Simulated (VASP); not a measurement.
Input of a VASP 6.6.1 run:

The input INCAR:

```
  PREC = Accurate
  ENCUT = 520
  EDIFF = 1E-6
  ISMEAR = -1
  SIGMA = 0.05
  LREAL = F
  LASPH = T
  NELM = 80
  ALGO = Normal
  ISIF = 2
  LWAVE = F
  LCHARG = T
  LELF = T
  LVHAR = T
  NBANDS = 43
```

KPOINTS

```
regular mesh
0
Gamma
  8 8 8
```

POSCAR

```
ScInCu4
1.0
    0.0000000000      3.4431230996      3.4431230996
    3.4431230996      0.0000000000      3.4431230996
    3.4431230996      3.4431230996      0.0000000000
Sc In Cu
1 1 4
Direct
    0.0000000000      0.0000000000      0.0000000000
    0.2500000000      0.2500000000      0.2500000000
    0.1246664188      0.6251111937      0.6251111937
    0.6251111937      0.6251111937      0.6251111937
    0.6251111937      0.6251111937      0.1246664188
    0.6251111937      0.1246664188      0.6251111937
```

Potentials or basis: VASP PAW LDA potentials, release 64 (Sc_sv, In_d, Cu).

Run with:

```bash
$ cat potpaw_LDA.64/Sc_sv/POTCAR potpaw_LDA.64/In_d/POTCAR potpaw_LDA.64/Cu/POTCAR > POTCAR
$ mpirun -np 1 vasp_std > vasp.out
```

Q: What does it give for the pressure?

A: 0.7 GPa.

Q: What does it give for the band gap on the k mesh?

A: Zero (bands 34 and 35 overlap by 0.30 eV).

Caveat: spin-orbit coupling is left out, which moves the levels of the heavy elements.
